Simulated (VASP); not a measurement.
# AlN (F-43m) in VASP: a series of runs

The runs below take AlN through single point, relaxation of cell and atoms, with PBE0, PBE, BLYP+D3(BJ), HF.

All numbers are computed with VASP 6.6.1; they aren't measurements. Logs are shortened: lines on timing, memory, paths and dates and some standing lists are left out, and cuts for length are marked.

**1. The cell of the first run**

Symmetry: F-43m, No. 216, cubic system. The conventional cell has a = 4.368 Å, b = 4.368 Å, c = 4.368 Å, α = 90.00°, β = 90.00°, γ = 90.00°. Al (site symmetry -43m) has 4 N at 1.89 Å within 2.5 Å. Within 2.5 Å of N (site symmetry -43m) lie 4 Al at 1.89 Å.

**2. Single point, PBE0**

POSCAR

```
AlN
1.0
    0.0000000000      2.1839935596      2.1839935596
    2.1839935596      0.0000000000      2.1839935596
    2.1839935596      2.1839935596      0.0000000000
Al N
1 1
Direct
    0.0000000000      0.0000000000      0.0000000000
    0.2500000000      0.2500000000      0.2500000000
```

INCAR.step1

```
PREC     = Accurate       # precision mode
ENCUT    = 520            # plane-wave cutoff, eV
EDIFF    = 1E-5           # SCF threshold, eV
ISMEAR   = -1             # smearing method
SIGMA    = 0.05           # smearing width, eV
LREAL    = False          # projectors in reciprocal space
LASPH    = True           # aspherical terms in the spheres
NELM     = 80             # most SCF steps
ALGO     = Normal         # electronic algorithm
ISIF     = 2              # what is computed and relaxed
LWAVE    = True           # write WAVECAR
GGA      = PE             # functional
NBANDS   = 11             # bands
```

INCAR.step2

```
PREC     = Accurate       # precision mode
ENCUT    = 520            # plane-wave cutoff, eV
EDIFF    = 1E-6           # SCF threshold, eV
ISMEAR   = -1             # smearing method
SIGMA    = 0.05           # smearing width, eV
LREAL    = False          # projectors in reciprocal space
LASPH    = True           # aspherical terms in the spheres
NELM     = 80             # most SCF steps
ALGO     = Normal         # electronic algorithm
ISIF     = 2              # what is computed and relaxed
LWAVE    = False          # write WAVECAR
LCHARG   = True           # write CHGCAR
GGA      = PE             # functional
LHFCALC  = True           # exact exchange
AEXX     = 0.25           # exact-exchange fraction
PRECFOCK = Normal       
LELF     = True           # ELF
LVHAR    = True         
ISTART   = 1            
NBANDS   = 11             # bands
```

KPOINTS

```
Automatic mesh
0
Gamma
  6 6 6
```

Potentials or basis: VASP PAW PBE potentials, release 64 (Al, N).

Started as:

```sh
cat potpaw_PBE.64/Al/POTCAR potpaw_PBE.64/N/POTCAR > POTCAR
cp INCAR.step1 INCAR
mpirun -np 1 vasp_std > vasp.out
cp INCAR.step2 INCAR
mpirun -np 1 vasp_std > vasp.out
```

OUTCAR:

```text
PREC = Accurate
   ENCUT = 520
   EDIFF = 1E-6
   ISMEAR = -1
   LREAL = False
   LASPH = True
   NELM = 80
   ISIF = 2
   GGA = PE
   LHFCALC = True
   AEXX = 0.25
   PRECFOCK = Normal
   ISTART = 1

 ion  position               nearest neighbor table
   1  0.000  0.000  0.000-   2 1.89   2 1.89   2 1.89   2 1.89
   2  0.250  0.250  0.250-   1 1.89   1 1.89   1 1.89   1 1.89

  LATTYP: Found a face centered cubic cell.
 ALAT       =     4.3679871192

  Lattice vectors:

 A1 = (   0.0000000000,   2.1839935596,   2.1839935596)
 A2 = (   2.1839935596,   0.0000000000,   2.1839935596)
 A3 = (   2.1839935596,   2.1839935596,   0.0000000000)

Analysis of symmetry for initial positions (statically):
=====================================================================
 Subroutine PRICEL returns:
 Original cell was already a primitive cell.

 Routine SETGRP: Setting up the symmetry group for a
 face centered cubic supercell.

 Subroutine GETGRP returns: Found 24 space group operations
 (whereof 24 operations were pure point group operations)
 out of a pool of 48 trial point group operations.

The static configuration has the point symmetry T_d .

Analysis of symmetry for dynamics (positions and initial velocities):
=====================================================================
 Subroutine PRICEL returns:
 Original cell was already a primitive cell.

 Routine SETGRP: Setting up the symmetry group for a
 face centered cubic supercell.

 Subroutine GETGRP returns: Found 24 space group operations
 (whereof 24 operations were pure point group operations)
 out of a pool of 48 trial point group operations.

The dynamic configuration has the point symmetry T_d .

 Subroutine INISYM returns: Found 24 space group operations
 (whereof 24 operations are pure point group operations),
 and found     1 'primitive' translations

----------------------------------------------------------------------------------------

                                     Primitive cell

  volume of cell :      20.8345

  direct lattice vectors                    reciprocal lattice vectors
     0.000000000  2.183993560  2.183993560    -0.228938404  0.228938404  0.228938404
     2.183993560  0.000000000  2.183993560     0.228938404 -0.228938404  0.228938404
     2.183993560  2.183993560  0.000000000     0.228938404  0.228938404 -0.228938404

  length of vectors
     3.088633312  3.088633312  3.088633312     0.396532948  0.396532948  0.396532948

[... 85 lines left out ...]
   EFERMI =   0.00;   METHOD = LEGACY
   ISMEAR =    -1;   SIGMA  =   0.05  broadening in eV -4-tet -1-fermi 0-gaus
   EFERMI_NEDOS =   21; number of points for ismear=-14 and -15
   IALGO  =     38    algorithm
   IMIX   =      1    mixing-type and parameters
     AMIX     =   0.40;   BMIX     =  1.00
     AMIX_MAG =   1.60;   BMIX_MAG =  1.00
  volume/ion in A,a.u.               =      10.42        70.30
  Fermi-wavevector in a.u.,A,eV,Ry     =   1.189899  2.248583 19.263943  1.415860
  Thomas-Fermi vector in A             =   2.325996
   LORBIT       =      0    0 simple, 1 ext, 2 COOP (PROOUT), +10 PAW based schemes
   GGA     = PE    functional components
   LHFCALC =     T    Hartree Fock is set to
   PRECFOCK=normal    Normal, Fast or Accurate (Low or Medium for compatibility)
   ENCUT4O =  -1.0   cutoff for four orbital integrals eV
   NKREDX  =     1    reduce k-point grid by
   NKREDY  =     1    reduce k-point grid by
   NKREDZ  =     1    reduce k-point grid by
   AEXX    =    0.2500 exact exchange contribution
   HFSCREEN=    0.0000 screening length (either q_TF or 0.3 A-1)
   HFSCREENC=   0.0000 screening length for correlation (either q_TF or 0.3 A-1)
   ENCUTFOCK=  -1.0 apply spherical cutoff to Coloumb kernel
   IVDW    =     0    specifies the selected vdW correction
   LEPSILON=     F    determine dielectric tensor
   LRPA    =     F    only Hartree local field effects (RPA)
 non-spin polarized calculation
  energy-cutoff  :      520.00
  volume of cell :       20.83
 maximum number of plane-waves:       568
  NGX = 18; NGY = 18; NGZ = 18

 number of electron       8.0000000 magnetization

 Free energy of the ion-electron system (eV)
  ---------------------------------------------------
  ext. energy  EPLUGINS =         0.00000000
  ---------------------------------------------------
  free energy    TOTEN  =       -18.32200787 eV

  energy without entropy =      -18.32200787  energy(sigma->0) =      -18.32200787

 E-fermi :   5.7091     XC(G=0):  -8.6107

 val. band max:        4.6527383868   @ k =   0.0000   0.0000   0.0000
 cond. band min:       9.9587688365   @ k =   0.5000   0.5000   0.0000
 fundamental gap:      5.3060304498
 Fermi energy:         5.7091389225

 k-point     1 :       0.0000    0.0000    0.0000
  band No.  band energies     occupation
      1     -11.8542      2.00000
      2       4.6527      2.00000
      3       4.6527      2.00000
      4       4.6527      2.00000
      5      10.9543      0.00000
      6      19.6862      0.00000
      7      19.6862      0.00000
      8      19.6862      0.00000
      9      25.0493      0.00000
     10      25.0493      0.00000
     11      26.4315      0.00000
[... 197 lines left out ...]
 k-point    16 :      -0.3333    0.5000    0.1667
  band No.  band energies     occupation
      1      -8.9389      2.00000
      2      -0.0645      2.00000
      3       1.6099      2.00000
      4       1.9605      2.00000
      5      12.0063      0.00000
      6      17.3521      0.00000
      7      20.2523      0.00000
      8      20.4845      0.00000
      9      24.1084      0.00000
     10      27.7081      0.00000
     11      32.3473      0.00000

------------------------ aborting loop because EDIFF is reached ----------------------------------------

  FORCE on cell =-STRESS in cart. coord.  units (eV):
  Direction    XX          YY          ZZ          XY          YZ          ZX
  --------------------------------------------------------------------------------------
  -------------------------------------------------------------------------------------
  Total       -0.0747190     -0.0747190     -0.0747190      0.0000000      0.0000000     -0.0000000
  in kB       -5.7458922     -5.7458922     -5.7458922      0.0000000      0.0000000     -0.0000000
  external PRESSURE =      -5.7458922 kB  Pullay stress =       0.0000000 kB

 VOLUME and BASIS-vectors are now :
 -----------------------------------------------------------------------------
  energy-cutoff  :      520.00
  volume of cell :       20.83
      direct lattice vectors                 reciprocal lattice vectors
     0.000000000  2.183993560  2.183993560    -0.228938404  0.228938404  0.228938404
     2.183993560  0.000000000  2.183993560     0.228938404 -0.228938404  0.228938404
     2.183993560  2.183993560  0.000000000     0.228938404  0.228938404 -0.228938404

 POSITION                                       TOTAL-FORCE (eV/Angst)
 -----------------------------------------------------------------------------------
      0.00000      0.00000      0.00000        -0.000000     -0.000000     -0.000000
      1.09200      1.09200      1.09200         0.000000      0.000000      0.000000
 -----------------------------------------------------------------------------------
    total drift:                                0.000000     -0.000000      0.000000

  FREE ENERGIE OF THE ION-ELECTRON SYSTEM (eV)
  ---------------------------------------------------
  free  energy   TOTEN  =       -18.3220078724 eV

  energy  without entropy=      -18.3220078724  energy(sigma->0) =      -18.32200787
```

OUTCAR.step1:

```text
PREC = Accurate
   ENCUT = 520
   EDIFF = 1E-5
   ISMEAR = -1
   LREAL = False
[... 434 lines left out ...]
      0.00000      0.00000      0.00000         0.000000     -0.000000     -0.000000
      1.09200      1.09200      1.09200        -0.000000      0.000000      0.000000
 -----------------------------------------------------------------------------------
    total drift:                                0.000000      0.000000      0.000000

  FREE ENERGIE OF THE ION-ELECTRON SYSTEM (eV)
  ---------------------------------------------------
  free  energy   TOTEN  =       -14.8386139088 eV

  energy  without entropy=      -14.8386139087  energy(sigma->0) =      -14.83861391
```

OSZICAR.step1:

```text
N       E                     dE             d eps       ncg     rms          rms(c)
DAV:   1     0.122020730449E+02    0.12202E+02   -0.39572E+03   352   0.612E+02
DAV:   2    -0.162515480431E+02   -0.28454E+02   -0.27278E+02   409   0.141E+02
DAV:   3    -0.172154345775E+02   -0.96389E+00   -0.96266E+00   427   0.245E+01
DAV:   4    -0.172206666567E+02   -0.52321E-02   -0.52318E-02   403   0.197E+00
DAV:   5    -0.172207312348E+02   -0.64578E-04   -0.64578E-04   435   0.210E-01    0.863E+00
DAV:   6    -0.148482838789E+02    0.23724E+01   -0.11818E+01   414   0.173E+01    0.283E+00
DAV:   7    -0.148450701230E+02    0.32138E-02   -0.17828E-01   394   0.326E+00    0.206E+00
DAV:   8    -0.148400816978E+02    0.49884E-02   -0.29252E-02   379   0.160E+00    0.591E-01
DAV:   9    -0.148385584508E+02    0.15232E-02   -0.43952E-03   424   0.392E-01    0.235E-01
DAV:  10    -0.148386004466E+02   -0.41996E-04   -0.43177E-04   376   0.134E-01    0.224E-02
DAV:  11    -0.148386140519E+02   -0.13605E-04   -0.12907E-05   400   0.271E-02    0.168E-02
DAV:  12    -0.148386139088E+02    0.14316E-06   -0.38669E-07   206   0.476E-03
   1 F= -.14838614E+02 E0= -.14838614E+02  d E =-.629859E-10
```

It took 11 min on 1 thread of AMD EPYC 7R13 (Zen 3), shared host; peak memory 0.11 GiB.

What came out:

```yaml
Free_energy: -18.3220 eV
Pressure: -0.6 GPa
Band_gap_on_the_k_mesh: 5.31 eV, indirect (least direct gap 6.30 eV)
```

Caveat: the PAW data sets were made with another functional, which shifts forces and pressure a little. A k mesh can miss the band edges.

**3. Single point, PBE**

INCAR

```
  PREC = Accurate
  ENCUT = 600
  EDIFF = 1E-6
  ISMEAR = 0
  SIGMA = 0.025
  LREAL = False
  LASPH = True
  NELM = 120
  ALGO = Normal
  ISIF = 2
  LWAVE = False
  LCHARG = True
  GGA = PE
  LELF = True
  LVHAR = True
  NBANDS = 11
  GGA_COMPAT = False
```

KPOINTS

```
regular mesh
0
Gamma
  10 10 10
```

POSCAR is that of step 2.

Potentials or basis: VASP PAW PBE potentials, release 64 (Al, N).

Started as:

```sh
cat potpaw_PBE.64/Al/POTCAR potpaw_PBE.64/N/POTCAR > POTCAR
mpirun -np 1 vasp_std > vasp.out
```

Run time: 13 s. Hardware: 1 thread of Intel Xeon 6975P-C (Granite Rapids), shared host; peak memory 0.15 GiB.

It converged, with:

* Free energy: -14.8420 eV
* Pressure: 4.5 GPa
* Band gap on the k mesh: 3.32 eV, indirect (least direct gap 4.20 eV)

Levels at points of the mesh, in eV from the valence-band top:
| k point | band 1 | band 2 | band 3 | band 4 | band 5 | band 6 | band 7 | band 8 | band 9 |
| --- | --- | --- | --- | --- | --- | --- | --- | --- | --- |
| (0.00, 0.00, 0.00) | -14.98 | 0.00 | 0.00 | 0.00 | 4.20 | 12.56 | 12.56 | 12.56 | 17.69 |
| (0.50, 0.00, 0.00) | -12.93 | -5.85 | -0.48 | -0.48 | 7.38 | 9.87 | 11.15 | 11.15 | 17.99 |
| (0.50, 0.50, 0.00) | -12.30 | -4.90 | -1.77 | -1.77 | 3.32 | 8.62 | 13.96 | 15.73 | 15.73 |

A k mesh can miss the band edges. A hybrid or GW would open this gap; PBE tends to underestimate it.

**4. Single point, BLYP+D3(BJ)**

This run uses another cell than the first one, of 10.34 Å³/atom, 0.992 times its volume.

INCAR

```
  PREC = Accurate
  ENCUT = 600
  EDIFF = 1E-6
  ISMEAR = -1
  SIGMA = 0.05
  LREAL = False
  LASPH = True
  NELM = 120
  ALGO = Normal
  ISIF = 2
  LWAVE = False
  LCHARG = False
  GGA = B5
  ALDAX = 1.0
  AGGAX = 1.0
  AGGAC = 1.0
  ALDAC = 0.0
  IVDW = 12
  VDW_S6 = 1.0
  VDW_S8 = 2.6996
  VDW_A1 = 0.4298
  VDW_A2 = 4.2359
  NBANDS = 11
  GGA_COMPAT = False
```

KPOINTS is that of step 3.

POSCAR

```
AlN
1.0
    0.0000000000      2.1784852178      2.1784852178
    2.1784852178      0.0000000000      2.1784852178
    2.1784852178      2.1784852178      0.0000000000
Al N
1 1
Direct
    0.0000000000      0.0000000000      0.0000000000
    0.2500000000      0.2500000000      0.2500000000
```

Started as:

```sh
cat potpaw_PBE.64/Al/POTCAR potpaw_PBE.64/N/POTCAR > POTCAR
mpirun -np 1 vasp_std > vasp.out
```

It took 20 s on 1 thread of Intel Xeon 6975P-C (Granite Rapids), shared host; peak memory 0.16 GiB.

It converged, with:

| Property | Result |
| --- | --- |
| Free energy | -15.0527 eV |
| Pressure | 0.3 GPa |
| Band gap on the k mesh | 3.68 eV, indirect (least direct gap 4.55 eV) |
| Dispersion energy per atom | -0.591 eV |

Levels at points of the mesh, in eV from the valence-band top:
```tsv
k point	band 2	band 3	band 4	band 5	band 6	band 7
(0.00, 0.00, 0.00)	0.00	0.00	0.00	4.55	12.69	12.69
(0.50, 0.00, 0.00)	-5.76	-0.48	-0.48	7.62	10.20	11.33
(0.50, 0.50, 0.00)	-4.85	-1.76	-1.76	3.68	8.84	14.12
```

Caveat: the PAW data sets were made with another functional, which shifts forces and pressure a little. A k mesh can miss the band edges.

**5. Single point, HF**

This run uses another cell than the first one, of 10.37 Å³/atom, 0.995 times its volume.

POSCAR

```
AlN
1.0
    0.0000000000      2.1803368385      2.1803368385
    2.1803368385      0.0000000000      2.1803368385
    2.1803368385      2.1803368385      0.0000000000
Al N
1 1
Direct
    0.0000000000      0.0000000000      0.0000000000
    0.2500000000      0.2500000000      0.2500000000
```

INCAR.step1

```
SYSTEM = AlN
ALGO = Normal
EDIFF = 1E-5
ENCUT = 520
GGA = PE
ISIF = 2
ISMEAR = -1
LASPH = .True.
LCHARG = .False.
LREAL = .False.
LWAVE = .True.
NBANDS = 11
NELM = 60
PREC = Accurate
SIGMA = 0.05
```

INCAR.step2

```
SYSTEM = AlN
AEXX = 1.0
AGGAC = 0.0
ALDAC = 0.0
ALGO = Normal
EDIFF = 1E-6
ENCUT = 520
GGA = PE
ISIF = 2
ISMEAR = -1
ISTART = 1
LASPH = .True.
LCHARG = .False.
LHFCALC = .True.
LREAL = .False.
LWAVE = .False.
NBANDS = 11
NELM = 60
PREC = Accurate
PRECFOCK = Normal
SIGMA = 0.05
```

KPOINTS

```
k-points
0
Gamma
  5 5 5
  0 0 0
```

Started as:

```sh
cat potpaw_PBE.64/Al/POTCAR potpaw_PBE.64/N/POTCAR > POTCAR
cp INCAR.step1 INCAR
mpirun -np 1 vasp_std > vasp.out
cp INCAR.step2 INCAR
mpirun -np 1 vasp_std > vasp.out
```

Run time: 2.7 min. Hardware: 1 thread of Intel Xeon Platinum 8259CL at 2.50GHz (Skylake/Cascade Lake), shared host; peak memory 0.14 GiB.

The run converged. Its results:

```yaml
Free_energy: -27.3845 eV
Pressure: -0.5 GPa
Band_gap_on_the_k_mesh: 12.47 eV, direct
```

Levels at points of the mesh, in eV from the valence-band top:
```tsv
k point	band 2	band 3	band 4	band 5	band 6	band 7
(0.00, 0.00, 0.00)	0.00	0.00	0.00	12.47	19.59	23.06
```

Caveat: the k points lie up to 0.50 Å⁻¹ apart; the PAW data sets were made with another functional, which shifts forces and pressure a little. A k mesh can miss the band edges.

(Continued in part 2 of 2.)
